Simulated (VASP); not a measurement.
Runs of VASP 6.6.1 on Ti3ZnH. The structure is that of space group Pm-3m (No. 221), or close to it. The cells are those of the table. 

```tsv
cell	gap on the mesh (eV)	pressure (GPa)
a = 4.087 Å, 5 atoms	none	-3.3
a = 3.922 Å, 5 atoms	none	(b)
a = 3.878 Å, 5 atoms	none	(a)
a = 4.047 Å, 5 atoms	none	0.0
a = 4.006 Å, 5 atoms	none	3.9
```

Alike in all rows: task single point; level PBE; potentials or basis VASP PAW PBE potentials, release 64 (Ti_sv, Zn, H); no spin polarisation; k mesh 10 × 10 × 10; cutoff (eV) 520; smearing gaussian 0.1 eV.

Problem. Fill in the values left out.

Solution. (a) 19.6; (b) 13.5.

A gap of «none» marks levels without a gap at the run's occupations.
